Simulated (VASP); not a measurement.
Set up this calculation in VASP 6.6.1, as the native input.

* Task: relaxation of cell and atoms
* Functional: LDA
* Potentials or basis: VASP PAW LDA potentials, release 64 (Ti_sv, B)
* Cutoff: 600 eV
* k mesh: 16 × 16 × 16
* Occupations: fermi-dirac, width 0.15 eV
* Spin: no spin polarisation
* Target pressure: 15 GPa
* Dipole correction: no
* Further INCAR settings: ALGO = Normal; EDIFF = 1e-06; IBRION = 2; EDIFFG = -0.001; NSW = 80; ISIF = 3

The structure of TiB lies in POSCAR:

```
TiB
1.0
    0.0000000000      2.3986911122      2.3986911122
    2.3986911122      0.0000000000      2.3986911122
    2.3986911122      2.3986911122      0.0000000000
Ti B
1 1
Direct
    0.7500000000      0.7500000000      0.7500000000
    0.0000000000      0.0000000000      0.0000000000
```

The input as run:

INCAR

```
PREC = Accurate
ENCUT = 600
EDIFF = 1E-6
ISMEAR = -1
SIGMA = 0.15
LREAL = F
LASPH = T
NELM = 100
ALGO = Normal
ISIF = 3
LWAVE = F
LCHARG = F
IBRION = 2
NSW = 80
EDIFFG = -0.001
PSTRESS = 150.0
```

KPOINTS

```
regular mesh
0
Gamma
  16 16 16
```

Potentials or basis: VASP PAW LDA potentials, release 64 (Ti_sv, B).

The run is started by

```console
$ cat potpaw_LDA.64/Ti_sv/POTCAR potpaw_LDA.64/B/POTCAR > POTCAR
$ mpirun -np 1 vasp_std > vasp.out
```

It gave:

```yaml
Relaxed_volume: 12.91 Å³/atom
Relaxed_cell: a = 3.317 Å, b = 3.317 Å, c = 3.317 Å, α = 60.00°, β = 60.00°, γ = 60.00°
Space_group_after_relaxing_to_0.05_Å: F-43m (No. 216)
Energy_change_on_relaxing_the_enthalpy_is_what_falls: +54.9 meV/atom
Ionic_steps: 12
Pressure_after_relaxing: 15.0 GPa
```

Caveat: the cell is relaxed towards a set pressure, so the enthalpy falls and the energy may rise.

Run time: 2 min on 1 thread of AMD EPYC 9R45 96-Core Processor (Zen 5), with other jobs on the host, peak memory 0.17 GiB.
